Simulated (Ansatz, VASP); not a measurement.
**BeS in VASP and in Ansatz**

File INCAR:

```
SYSTEM = BeS
PREC     = Accurate       ! precision mode
ENCUT    = 600            ! plane-wave cutoff, eV
EDIFF    = 1E-6           ! SCF threshold, eV
ISMEAR   = 0              ! smearing method
SIGMA    = 0.02           ! smearing width, eV
LREAL    = .False.        ! projectors in reciprocal space
LASPH    = .True.         ! aspherical terms in the spheres
NELM     = 120            ! most SCF steps
ALGO     = Normal         ! electronic algorithm
ISIF     = 2              ! what is computed and relaxed
LWAVE    = .False.        ! write WAVECAR
LCHARG   = .False.        ! write CHGCAR
GGA      = PE             ! functional
IVDW     = 12             ! dispersion correction
NBANDS   = 11             ! bands
GGA_COMPAT= .False.
```

File KPOINTS:

```
Automatic mesh
0
Gamma
  8 8 8
  0 0 0
```

POSCAR

```
BeS
1.0
    0.0000000000      2.4077236109      2.4077236109
    2.4077236109      0.0000000000      2.4077236109
    2.4077236109      2.4077236109      0.0000000000
Be S
1 1
Direct
    0.0000000000      0.0000000000      0.0000000000
    0.2500000000      0.2500000000      0.2500000000
```

Input for Ansatz:

```yaml
crystal:
  lattice:
    - [0.0, 2.4077236109, 2.4077236109]
    - [2.4077236109, 0.0, 2.4077236109]
    - [2.4077236109, 2.4077236109, 0.0]
  atoms:
    - { symbol: Be, position: [0.0, 0.0, 0.0] }
    - { symbol: S, position: [0.25, 0.25, 0.25] }
basis:
  ecutwfc: 420
kpoints:
  mp_grid: { grid: [8, 8, 8] }
  band_path:
    path:
      - [[0.0, 0.0, 0.0], [-0.5, -0.5, 0.0], [-0.375, -0.375, 0.25]]
      - [[-0.375, 0.0, 0.375], [0.0, 0.0, 0.0], [0.0, 0.0, 0.5], [-0.5, -0.25, 0.25], [-0.5, -0.5, 0.0]]
    npoints: 10
hamiltonian:
  xc: pbe
  dispersion: d3bj
  pseudopotentials: { kind: paw, azcp: { folder: soft_1 } }
scf:
  occupations: { method: gaussian, width: 0.02 }
  n_extra_bands: 7
output:
  forces: true
  stress: true
  eigenvalues: true
```

Alike in both runs: task single point; functional PBE; dispersion D3(BJ); k mesh 8 × 8 × 8; occupations gaussian, width 0.02 eV; no spin polarisation.

|  | VASP | Ansatz |
| --- | --- | --- |
| version | VASP 6.6.1 | Ansatz 0.2.0 |
| potentials or method | VASP PAW PBE potentials, release 64 (Be, S), cutoff 600 eV | scalar-relativistic, plane waves, PAW |
| valence electrons in the cell | 8 | 8 |

Ansatz gave:

| Item | Value |
| --- | --- |
| gap on the k mesh at the Fermi level (eV) | 3.06 |
| least direct gap on the mesh (eV) | 5.64 |
| pressure (GPa) | 0.0 |

Task: Which values does VASP return?

Result: gap on the k mesh at the Fermi level (eV): 3.06; least direct gap on the mesh (eV): 5.66; pressure (GPa): 0.1.
